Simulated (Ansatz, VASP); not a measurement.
Hf: VASP beside Ansatz

INCAR

```
SYSTEM = Hf
PREC = Accurate
ENCUT = 600
EDIFF = 1E-6
ISMEAR = 0
SIGMA = 0.1
LREAL = .FALSE.
LASPH = .TRUE.
NELM = 60
ALGO = Fast
ISIF = 3
LWAVE = .FALSE.
LCHARG = .FALSE.
GGA = PE
IBRION = 2
NSW = 100
EDIFFG = -0.01
```

KPOINTS

```
Automatic mesh
0
G
  12 12 12
  0 0 0
```

POSCAR

```
Hf
1.0
    4.2794099307      0.0000000000      0.0000000000
    0.0000000000      4.2794099307      0.0000000000
    0.0000000000      0.0000000000      4.2794099307
Hf
3
Direct
    0.0000000000      0.5000000000      0.5000000000
    0.5000000000      0.0000000000      0.5000000000
    0.5000000000      0.5000000000      0.0000000000
```

Input for Ansatz:

```yaml
crystal:
  lattice:
    - [4.2794099307, 0.0, 0.0]
    - [0.0, 4.2794099307, 0.0]
    - [0.0, 0.0, 4.2794099307]
  atoms:
    - { symbol: Hf, position: [0.0, 0.5, 0.5] }
    - { symbol: Hf, position: [0.5, 0.0, 0.5] }
    - { symbol: Hf, position: [0.5, 0.5, 0.0] }
basis:
  ecutwfc: 420
kpoints:
  mp_grid: { grid: [12, 12, 12] }
hamiltonian:
  xc: pbe
scf:
  occupations: { method: gaussian, width: 0.1 }
output:
  forces: true
  stress: true
  eigenvalues: true
  write_density: true
  write_potential: true
  elf: true
  volumetric_format: npy
relax:
  adjacent_minimum: "off"
  f_tol: 0.01
  max_steps: 80
  cell: { stress_tol: 0.05 }
```

Alike in both runs: task relaxation of cell and atoms; functional PBE; k mesh 12 × 12 × 12; occupations gaussian, width 0.1 eV; no spin polarisation.

|  | VASP | Ansatz |
| --- | --- | --- |
| version | VASP 6.6.1 | Ansatz 0.2.0 |
| potentials or method | VASP PAW PBE potentials, release 64 (Hf_pv), cutoff 600 eV | scalar-relativistic, plane waves, PAW |
| valence electrons in the cell | 30 | 78 |

```csv
,VASP,Ansatz,Ansatz less VASP
"gap on the k mesh at the Fermi level, each at its own relaxed structure (eV)",none,none,-
relaxed volume (Å³/atom),25.89,25.98,+0.091
relaxed length of the cell vector where the two differ most in proportion (Å),4.267,4.272,+0.0050
```

A gap of «none» marks a metal or a gap that the smearing closes. VASP's potentials hold 30 valence electrons a cell and Ansatz's 78, so a difference there can come from the potentials and not from the codes.

Neither program's run includes spin-orbit coupling.
